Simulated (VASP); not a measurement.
# NbP (I4_1md) in VASP: further runs

The runs below take NbP through single point, with PBE, r2SCAN.

Everything below comes from runs of VASP 6.6.1. Logs are shortened: lines on timing, memory, paths and dates and some standing lists are left out, and cuts for length are marked.

### Step 1. The cell of the first run

The structure is tetragonal, space group I4_1md (No. 109). The conventional cell has a = 3.194 Å, b = 3.194 Å, c = 11.464 Å, α = 90.00°, β = 90.00°, γ = 90.00°. Within 3.3 Å of Nb (site symmetry 2mm) lie 6 P at 2.46 to 2.47 Å and 8 Nb at 3.19 to 3.28 Å. Within 3.3 Å of P (site symmetry 2mm) lie 6 Nb at 2.46 to 2.47 Å and 8 P at 3.19 to 3.28 Å.

### Step 2. Single point, PBE (biaxial xy strain -4.3%)

Input file INCAR:

```
PREC = Accurate
ENCUT = 500
EDIFF = 1E-6
ISMEAR = -1
SIGMA = 0.02
LREAL = F
LASPH = T
NELM = 120
ALGO = Normal
ISIF = 2
LWAVE = F
LCHARG = T
GGA = PE
LELF = T
LVHAR = T
NBANDS = 26
GGA_COMPAT = F
```

Input file KPOINTS:

```
Automatic mesh
0
Gamma
  10 10 10
```

Input file POSCAR:

```
NbP
1.0
   -1.5970750053      1.5970750053      5.7320230932
    1.5970750053     -1.5970750053      5.7320230932
    1.5970750053      1.5970750053     -5.7320230932
Nb P
2 2
Direct
    0.7486947251      0.7486947251      0.0000000000
    0.4986947251      0.9986947251      0.5000000000
    0.3339338499      0.3339338499      0.0000000000
    0.0839338499      0.5839338499      0.5000000000
```

Potentials or basis: VASP PAW PBE potentials, release 64 (Nb_sv, P).

Run with:

```
> cat potpaw_PBE.64/Nb_sv/POTCAR potpaw_PBE.64/P/POTCAR > POTCAR
> mpirun -np 1 vasp_std > vasp.out
```

OUTCAR:

```text
PREC = Accurate
   ENCUT = 500
   EDIFF = 1E-6
   ISMEAR = -1
   LREAL = F
   LASPH = T
   NELM = 120
   ISIF = 2
   GGA = PE

 ion  position               nearest neighbor table
   1  0.749  0.749  0.000-   3 2.46   3 2.46   3 2.46   3 2.46   4 2.47   4 2.47
   2  0.499  0.999  0.500-   4 2.46   4 2.46   4 2.46   4 2.46   3 2.47   3 2.47
   3  0.334  0.334  0.000-   1 2.46   1 2.46   1 2.46   1 2.46   2 2.47   2 2.47
   4  0.084  0.584  0.500-   2 2.46   2 2.46   2 2.46   2 2.46   1 2.47   1 2.47

  LATTYP: Found a body centered tetragonal cell.
 ALAT       =     3.1941500106
 C/A-ratio  =     3.5890757004

  Lattice vectors:

 A1 = (  -1.5970750053,   1.5970750053,   5.7320230932)
 A2 = (   1.5970750053,  -1.5970750053,   5.7320230932)
 A3 = (   1.5970750053,   1.5970750053,  -5.7320230932)

Analysis of symmetry for initial positions (statically):
=====================================================================
 Subroutine PRICEL returns:
 Original cell was already a primitive cell.

 Routine SETGRP: Setting up the symmetry group for a
 body centered tetragonal supercell.

 Subroutine GETGRP returns: Found  8 space group operations
 (whereof  4 operations were pure point group operations)
 out of a pool of 16 trial point group operations.

The static configuration has the point symmetry C_2v.
 The point group associated with its full space group is C_4v.

Analysis of symmetry for dynamics (positions and initial velocities):
=====================================================================
 Subroutine PRICEL returns:
 Original cell was already a primitive cell.

 Routine SETGRP: Setting up the symmetry group for a
 body centered tetragonal supercell.

 Subroutine GETGRP returns: Found  8 space group operations
 (whereof  4 operations were pure point group operations)
 out of a pool of 16 trial point group operations.

The dynamic configuration has the point symmetry C_2v.
 The point group associated with its full space group is C_4v.

 Subroutine INISYM returns: Found  8 space group operations
 (whereof  4 operations are pure point group operations),
 and found     1 'primitive' translations

----------------------------------------------------------------------------------------

                                     Primitive cell

  volume of cell :      58.4815

  direct lattice vectors                    reciprocal lattice vectors
    -1.597075005  1.597075005  5.732023093     0.000000000  0.313072334  0.087229237
     1.597075005 -1.597075005  5.732023093     0.313072334  0.000000000  0.087229237
     1.597075005  1.597075005 -5.732023093     0.313072334  0.313072334  0.000000000

  length of vectors
     6.160956572  6.160956572  6.160956572     0.324997271  0.324997271  0.442751141

  position of ions in fractional coordinates (direct lattice)
     0.748694725  0.748694725  0.000000000
     0.498694725  0.998694725  0.500000000
     0.333933850  0.333933850  0.000000000
     0.083933850  0.583933850  0.500000000

  ion indices of the primitive-cell ions
   primitive index   ion index
                 1           1
                 2           2
                 3           3
                 4           4

----------------------------------------------------------------------------------------

 KPOINTS: Automatic mesh

Automatic generation of k-mesh.
 Grid dimensions read from file:
 generate k-points for:   10   10   10

 Generating k-lattice:

  Cartesian coordinates                     Fractional coordinates (reciprocal lattice)
     0.000000000  0.031307233  0.008722924     0.100000000  0.000000000  0.000000000
     0.031307233  0.000000000  0.008722924     0.000000000  0.100000000  0.000000000
     0.031307233  0.031307233  0.000000000     0.000000000  0.000000000  0.100000000

  Length of vectors
     0.032499727  0.032499727  0.044275114

  Shift w.r.t. Gamma in fractional coordinates (k-lattice)
     0.000000000  0.000000000  0.000000000

 Subroutine IBZKPT returns following result:
 ===========================================

 Found    102 irreducible k-points:

 Following reciprocal coordinates:
            Coordinates               Weight
  0.000000  0.000000  0.000000      1.000000
  0.100000  0.000000  0.000000      8.000000
  0.200000  0.000000  0.000000      8.000000
  0.300000 -0.000000  0.000000      8.000000
  0.400000  0.000000  0.000000      8.000000
  0.500000  0.000000  0.000000      4.000000
[... 16 lines left out ...]
  0.300000  0.300000  0.000000      8.000000
  0.400000  0.300000  0.000000     16.000000
 [... further k-points ...]
   k-points           NKPTS =    102   k-points in BZ     NKDIM =    102   number of bands    NBANDS=     26
   number of dos      NEDOS =    301   number of ions     NIONS =      4
   total plane-waves  NPLWV = 110592
   dimension x,y,z NGX =    48 NGY =   48 NGZ =   48
   dimension x,y,z NGXF=    96 NGYF=   96 NGZF=   96
   ions per type =               2   2
[... 53 lines left out ...]

 E-fermi :  11.9171     XC(G=0): -12.4593

 val. band max:       11.8873679207   @ k =  -0.1000   0.5000   0.1000
 cond. band min:      11.9264896955   @ k =  -0.2000   0.2000   0.0000
 fundamental gap:      0.0391217748
 Fermi energy:        11.9171437355

 k-point     1 :       0.0000    0.0000    0.0000
  band No.  band energies     occupation
      1     -42.7996      2.00000
      2     -42.7530      2.00000
      3     -19.2179      2.00000
      4     -18.8439      2.00000
      5     -18.8439      2.00000
      6     -18.7336      2.00000
[... 18 lines left out ...]
     25      16.5860      0.00000
     26      16.5861      0.00000

 k-point     2 :       0.1000    0.0000    0.0000
  band No.  band energies     occupation
      1     -42.7955      2.00000
      2     -42.7508      2.00000
      3     -19.2041      2.00000
      4     -18.8889      2.00000
      5     -18.8403      2.00000
      6     -18.7532      2.00000
[... 18 lines left out ...]
     25      16.4570      0.00000
     26      17.1602      0.00000

 k-point     3 :       0.2000    0.0000    0.0000
  band No.  band energies     occupation
      1     -42.7849      2.00000
      2     -42.7451      2.00000
      3     -19.1705      2.00000
      4     -18.9998      2.00000
      5     -18.8484      2.00000
      6     -18.8306      2.00000
[... 18 lines left out ...]
     25      17.0045      0.00000
     26      18.2252      0.00000

 k-point     4 :       0.3000   -0.0000    0.0000
  band No.  band energies     occupation
      1     -42.7711      2.00000
      2     -42.7385      2.00000
      3     -19.1812      2.00000
      4     -19.0826      2.00000
      5     -18.9630      2.00000
      6     -18.8186      2.00000
[... 18 lines left out ...]
     25      17.1657      0.00000
     26      18.9258      0.00000

 k-point     5 :       0.4000    0.0000    0.0000
  band No.  band energies     occupation
      1     -42.7594      2.00000
      2     -42.7339      2.00000
      3     -19.2752      2.00000
      4     -19.1036      2.00000
      5     -19.0042      2.00000
      6     -18.8088      2.00000
[... 18 lines left out ...]
     25      16.9386      0.00000
     26      18.9085      0.00000

 k-point     6 :       0.5000    0.0000    0.0000
  band No.  band energies     occupation
      1     -42.7546      2.00000
      2     -42.7323      2.00000
      3     -19.3154      2.00000
      4     -19.1308      2.00000
      5     -18.9922      2.00000
      6     -18.8051      2.00000
[... 427 lines left out ...]
 k-point    21 :      -0.3000    0.2000   -0.0000
  band No.  band energies     occupation
      1     -42.7595      2.00000
      2     -42.7281      2.00000
      3     -19.1555      2.00000
      4     -19.0660      2.00000
      5     -18.9643      2.00000
      6     -18.9458      2.00000
[... 18 lines left out ...]
     25      17.3729      0.00000
     26      18.5873      0.00000

 k-point    22 :      -0.2000    0.2000    0.0000
  band No.  band energies     occupation
      1     -42.7724      2.00000
      2     -42.7353      2.00000
      3     -19.1432      2.00000
      4     -18.9976      2.00000
      5     -18.9640      2.00000
      6     -18.8445      2.00000
[... 18 lines left out ...]
     25      16.9888      0.00000
     26      18.1290      0.00000

 k-point    23 :       0.3000    0.3000    0.0000
  band No.  band energies     occupation
      1     -42.7418      2.00000
      2     -42.7262      2.00000
      3     -19.1281      2.00000
      4     -19.1259      2.00000
      5     -18.9879      2.00000
      6     -18.9392      2.00000
[... 18 lines left out ...]
     25      17.5514      0.00000
     26      18.2671      0.00000

 k-point    24 :       0.4000    0.3000    0.0000
  band No.  band energies     occupation
      1     -42.7313      2.00000
      2     -42.7206      2.00000
      3     -19.2248      2.00000
      4     -19.1113      2.00000
      5     -19.0324      2.00000
      6     -18.9478      2.00000
[... 18 lines left out ...]
     25      17.5679      0.00000
     26      18.2829      0.00000

 [... further k-points ...]
[... 5 lines left out ...]
  --------------------------------------------------------------------------------------
  -------------------------------------------------------------------------------------
  Total        9.4089216      9.4089216      4.8008736      0.0000000      0.0000000      0.0000000
  in kB      257.7697093    257.7697093    131.5262105      0.0000000      0.0000000      0.0000000
  external PRESSURE =     215.6885431 kB  Pullay stress =       0.0000000 kB

 VOLUME and BASIS-vectors are now :
 -----------------------------------------------------------------------------
  energy-cutoff  :      500.00
  volume of cell :       58.48
      direct lattice vectors                 reciprocal lattice vectors
    -1.597075005  1.597075005  5.732023093     0.000000000  0.313072334  0.087229237
     1.597075005 -1.597075005  5.732023093     0.313072334  0.000000000  0.087229237
     1.597075005  1.597075005 -5.732023093     0.313072334  0.313072334  0.000000000

 POSITION                                       TOTAL-FORCE (eV/Angst)
 -----------------------------------------------------------------------------------
      0.00000      0.00000      8.58307        -0.000000      0.000000     -0.006068
      1.59708     -0.00000      5.71706         0.000000     -0.000000     -0.006068
      0.00000      0.00000      3.82823        -0.000000      0.000000      0.006068
      1.59708      0.00000      0.96222         0.000000     -0.000000      0.006068
 -----------------------------------------------------------------------------------
    total drift:                               -0.000000     -0.000000      0.000008

  FREE ENERGIE OF THE ION-ELECTRON SYSTEM (eV)
  ---------------------------------------------------
  free  energy   TOTEN  =       -34.8991271007 eV

  energy  without entropy=      -34.8981260365  energy(sigma->0) =      -34.89862657
```

Wall time 10 min (1 thread of Intel Xeon 8259CL, shared host); peak memory 0.39 GiB.

What came out:

- Free energy: -34.8991 eV
- Pressure: 21.6 GPa
- Largest force: 0.006 eV/Å
- Band gap on the k mesh: zero (bands 18 and 19 overlap by 0.33 eV)

Forces on the atoms (eV/Å):
```
Nb   0.000  0.000 -0.006
Nb   0.000  0.000 -0.006
P    0.000  0.000  0.006
P    0.000  0.000  0.006
```

Caveat: the cell differs from its parent crystal (biaxial xy strain -4.3%); the stress differs along the axes, from 13 to 26 GPa.

### Step 3. Single point, r2SCAN (biaxial xy strain -4.3%)

POSCAR is that of step 2.

Input file INCAR.step1:

```
  PREC = Accurate
  ENCUT = 550
  ISMEAR = -1
  SIGMA = 0.02
  LREAL = False
  LASPH = True
  NELM = 120
  NBANDS = 26
  GGA = PE
  ALGO = Normal
  EDIFF = 1E-5
  LWAVE = True
  LCHARG = False
  GGA_COMPAT = False
```

Input file INCAR.step2:

```
  PREC = Accurate
  ENCUT = 550
  EDIFF = 1E-6
  ISMEAR = -1
  SIGMA = 0.02
  LREAL = False
  LASPH = True
  NELM = 120
  ALGO = Normal
  ISIF = 2
  LWAVE = False
  LCHARG = True
  METAGGA = R2SCAN
  LMIXTAU = True
  LELF = True
  LVHAR = True
  NBANDS = 26
  ISTART = 1
  GGA_COMPAT = False
```

KPOINTS is that of step 2.

Potentials or basis: VASP PAW PBE potentials, release 64 (Nb_sv, P).

Run with:

```
> cat potpaw_PBE.64/Nb_sv/POTCAR potpaw_PBE.64/P/POTCAR > POTCAR
> cp INCAR.step1 INCAR
> mpirun -np 1 vasp_std > vasp.out
> cp INCAR.step2 INCAR
> mpirun -np 1 vasp_std > vasp.out
```

Wall time 34 min (1 thread of Intel Xeon 8259CL, shared host); peak memory 0.45 GiB.

The run converged. Its results:

```yaml
Free_energy: -71.6553 eV
Pressure: 21.6 GPa
Band_gap_on_the_k_mesh: zero (bands 18 and 19 overlap by 0.30 eV)
```

Stress tensor (GPa, compression positive):
```
25.69  0.00  0.00
 0.00 25.69  0.00
 0.00  0.00 13.31
```

Levels at points of the mesh, in eV from the Fermi level:
```
           k point  band 16  band 17  band 18  band 19  band 20  band 21
(0.00, 0.00, 0.00)    -2.36    -1.46    -1.46     1.23     2.02     2.88
(0.50, 0.00, 0.00)    -2.33    -2.04    -0.44     0.13     1.51     2.59
(0.50, 0.50, 0.00)    -3.39    -0.45    -0.45     3.56     3.56     3.89
(0.50, 0.50, 0.50)    -3.01    -0.31    -0.31     1.60     1.60     2.64
```

Caveat: the cell differs from its parent crystal (biaxial xy strain -4.3%); the stress differs along the axes, from 13 to 26 GPa; the PAW data sets were made with another functional, which shifts forces and pressure a little.

### Step 4. Single point, r2SCAN (uniaxial z strain -1.7%)

Input file POSCAR:

```
NbP
1.0
   -1.6691837430      1.6691837430      5.6340054983
    1.6691837430     -1.6691837430      5.6340054983
    1.6691837430      1.6691837430     -5.6340054983
Nb P
2 2
Direct
    0.7502289982      0.7502289982      0.0000000000
    0.5002289982      1.0002289982      0.5000000000
    0.3323995768      0.3323995768      0.0000000000
    0.0823995768      0.5823995768      0.5000000000
```

Input file INCAR.step1:

```
SYSTEM = NbP
PREC = Accurate
ENCUT = 550
ISMEAR = -1
SIGMA = 0.02
LREAL = .False.
LASPH = .True.
NELM = 120
NBANDS = 26
GGA = PE
ALGO = Normal
EDIFF = 1E-5
LWAVE = .True.
LCHARG = .False.
GGA_COMPAT = .False.
```

Input file INCAR.step2:

```
SYSTEM = NbP
PREC = Accurate
ENCUT = 550
EDIFF = 1E-6
ISMEAR = -1
SIGMA = 0.02
LREAL = .False.
LASPH = .True.
NELM = 120
ALGO = Normal
ISIF = 2
LWAVE = .False.
LCHARG = .False.
METAGGA = R2SCAN
LMIXTAU = .True.
NBANDS = 26
ISTART = 1
GGA_COMPAT = .False.
```

Input file KPOINTS:

```
regular mesh
0
Gamma
  10 10 10
  0 0 0
```

Run with:

```
> cat potpaw_PBE.64/Nb_sv/POTCAR potpaw_PBE.64/P/POTCAR > POTCAR
> cp INCAR.step1 INCAR
> mpirun -np 1 vasp_std > vasp.out
> cp INCAR.step2 INCAR
> mpirun -np 1 vasp_std > vasp.out
```

It took 39 min on 1 thread of Intel Xeon 8259CL, shared host; peak memory 0.45 GiB.

It converged, with:

* Free energy: -72.0368 eV
* Pressure: 2.7 GPa
* Largest force: 0.003 eV/Å
* Band gap on the k mesh: zero (bands 18 and 19 overlap by 0.08 eV)

Forces in eV/Å, atoms in the order of the input:
```
Nb   0.000  0.000 -0.003
Nb   0.000  0.000 -0.003
P    0.000  0.000  0.003
P    0.000  0.000  0.003
```

Stress tensor (GPa, compression positive):
```
1.83 0.00 0.00
0.00 1.83 0.00
0.00 0.00 4.57
```

Levels at points of the mesh, in eV from the Fermi level:
| k point | band 14 | band 15 | band 16 | band 17 | band 18 | band 19 | band 20 | band 21 | band 22 | band 23 |
| --- | --- | --- | --- | --- | --- | --- | --- | --- | --- | --- |
| (0.00, 0.00, 0.00) | -2.50 | -2.26 | -1.75 | -1.52 | -1.52 | 0.82 | 1.70 | 2.95 | 3.32 | 3.32 |
| (0.50, 0.00, 0.00) | -3.57 | -2.58 | -1.99 | -1.59 | -0.08 | 0.06 | 1.43 | 2.74 | 2.87 | 3.54 |
| (0.50, 0.50, 0.00) | -4.97 | -3.05 | -3.05 | -0.54 | -0.54 | 3.21 | 3.21 | 3.33 | 3.33 | 4.50 |
| (0.50, 0.50, 0.50) | -2.98 | -2.84 | -2.84 | -0.70 | -0.70 | 1.23 | 1.23 | 2.56 | 2.56 | 4.00 |

Caveat: the cell differs from its parent crystal (uniaxial z strain -1.7%); the PAW data sets were made with another functional, which shifts forces and pressure a little.

### Step 5. Single point, r2SCAN

This run uses another cell than the first one, of 15.97 Å³/atom.

Input file POSCAR:

```
NbP
1.0
   -1.6691837430      1.6691837430      5.7320230932
    1.6691837430     -1.6691837430      5.7320230932
    1.6691837430      1.6691837430     -5.7320230932
Nb P
2 2
Direct
    0.7498223616      0.7498223616      0.0000000000
    0.4998223616      0.9998223616      0.5000000000
    0.3328062134      0.3328062134      0.0000000000
    0.0828062134      0.5828062134      0.5000000000
```

Input file INCAR.step1:

```
SYSTEM = NbP
PREC = Accurate
ENCUT = 550
ISMEAR = -1
SIGMA = 0.02
LREAL = .FALSE.
LASPH = .TRUE.
NELM = 120
NBANDS = 26
GGA = PE
ALGO = Normal
EDIFF = 1E-5
LWAVE = .TRUE.
LCHARG = .FALSE.
GGA_COMPAT = .FALSE.
```

Input file INCAR.step2:

```
SYSTEM = NbP
PREC = Accurate
ENCUT = 550
EDIFF = 1E-6
ISMEAR = -1
SIGMA = 0.02
LREAL = .FALSE.
LASPH = .TRUE.
NELM = 120
ALGO = Normal
ISIF = 2
LWAVE = .FALSE.
LCHARG = .FALSE.
METAGGA = R2SCAN
LMIXTAU = .TRUE.
NBANDS = 26
ISTART = 1
GGA_COMPAT = .FALSE.
```

Input file KPOINTS:

```
regular mesh
0
G
  10 10 10
  0 0 0
```

Run with:

```
> cat potpaw_PBE.64/Nb_sv/POTCAR potpaw_PBE.64/P/POTCAR > POTCAR
> cp INCAR.step1 INCAR
> mpirun -np 1 vasp_std > vasp.out
> cp INCAR.step2 INCAR
> mpirun -np 1 vasp_std > vasp.out
```

Run time: 55 min. Hardware: 1 thread of Intel Xeon 8259CL, shared host; peak memory 0.46 GiB.

It converged, with:

```
Free energy            : -72.0515 eV
Pressure               : -0.4 GPa
Band gap on the k mesh : zero (bands 18 and 19 overlap by 0.13 eV)
```

Levels at points of the mesh, in eV from the Fermi level:
| k point | band 15 | band 16 | band 17 | band 18 | band 19 | band 20 | band 21 | band 22 |
| --- | --- | --- | --- | --- | --- | --- | --- | --- |
| (0.00, 0.00, 0.00) | -2.25 | -1.82 | -1.49 | -1.49 | 0.89 | 1.69 | 2.82 | 3.31 |
| (0.50, 0.00, 0.00) | -2.50 | -2.04 | -1.61 | -0.18 | 0.10 | 1.40 | 2.62 | 2.84 |
| (0.50, 0.50, 0.00) | -3.09 | -3.09 | -0.51 | -0.51 | 3.18 | 3.18 | 3.25 | 3.25 |
| (0.50, 0.50, 0.50) | -2.78 | -2.78 | -0.64 | -0.64 | 1.27 | 1.27 | 2.45 | 2.45 |

Caveat: the PAW data sets were made with another functional, which shifts forces and pressure a little.

### Step 6. Overview

```csv
level,cell,cutoff (eV),gap on the mesh (eV),pressure (GPa)
PBE,"a = 6.161 Å, angles 150.0, 150.0, 43.0°, 4 atoms, atomic positions A",500,none,21.6
r2SCAN,"a = 6.161 Å, angles 150.0, 150.0, 43.0°, 4 atoms, atomic positions A",550,none,21.6
r2SCAN,"a = 6.109 Å, angles 148.3, 148.3, 45.5°, 4 atoms, atomic positions B",550,none,2.7
r2SCAN,"a = 6.199 Å, angles 148.8, 148.8, 44.8°, 4 atoms, atomic positions C",550,none,-0.4
```

Alike in all rows: task single point; potentials or basis VASP PAW PBE potentials, release 64 (Nb_sv, P); no spin polarisation; k mesh 10 × 10 × 10; smearing fermi-dirac 0.02 eV.

Caveats: the PAW data sets were made with another functional, which shifts forces and pressure a little (at least some runs); the stress differs along the axes, from 13 to 26 GPa (at least some runs).

Absolute energies hang on the potentials; compare differences alone.

The gap in the log of VASP goes by the Fermi energy; the results here count the filled bands.